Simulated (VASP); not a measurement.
A run of VASP 6.6.1 is set up as follows.

INCAR

```
ALGO     = Normal         # electronic algorithm
EDIFF    = 1E-7           # SCF threshold, eV
EDIFFG   = -0.005         # ionic threshold
ENCUT    = 500            # plane-wave cutoff, eV
GGA      = PE             # functional
GGA_COMPAT= False        
IBRION   = 2              # ionic algorithm
ISIF     = 3              # what is computed and relaxed
ISMEAR   = 0              # smearing method
IVDW     = 12             # dispersion correction
LASPH    = True           # aspherical terms in the spheres
LCHARG   = False          # write CHGCAR
LREAL    = False          # projectors in reciprocal space
LWAVE    = False          # write WAVECAR
NELM     = 120            # most SCF steps
NELMIN   = 4            
NSW      = 100            # ionic steps
PREC     = Accurate       # precision mode
SIGMA    = 0.02           # smearing width, eV
```

The input KPOINTS:

```
k-points
0
Gamma
  8 8 8
```

File POSCAR:

```
SiSe2
1.0
   -2.9250317313      4.7519660242      2.9184616666
    2.9250317313     -4.7519660242      2.9184616666
    2.9250317313      4.7519660242     -2.9184616666
Si Se
2 4
Direct
    0.7500000000      0.7500000000      0.0000000000
    0.2500000000      0.2500000000      0.0000000000
    0.1261810405      0.2228206306      0.3490016711
    0.8738189595      0.7771793694      0.6509983289
    0.3738189595      0.7228206306      0.0966395901
    0.6261810405      0.2771793694      0.9033604099
```

Potentials or basis: VASP PAW PBE potentials, release 64 (Si, Se).

Launch:

```bash
$ cat potpaw_PBE.64/Si/POTCAR potpaw_PBE.64/Se/POTCAR > POTCAR
$ mpirun -np 1 vasp_std > vasp.out
```

**Question.** Estimate the relaxed cell.

**Answer.** a = 6.300 Å, b = 6.300 Å, c = 6.300 Å, α = 124.64°, β = 82.02°, γ = 124.78°.

**Question.** Estimate the relaxed volume.

**Answer.** 27.08 Å³/atom.

The path:
| step | energy change (eV) | largest force (eV/Å) | pressure (GPa) | volume (Å³) |
| --- | --- | --- | --- | --- |
| 1 | 0.0000 | 0.0344 | 0.12 | 162.26 |
| 2 | 0.0000 | 0.0315 | -0.15 | 162.75 |
| 3 | -0.0001 | 0.0042 | 0.00 | 162.48 |
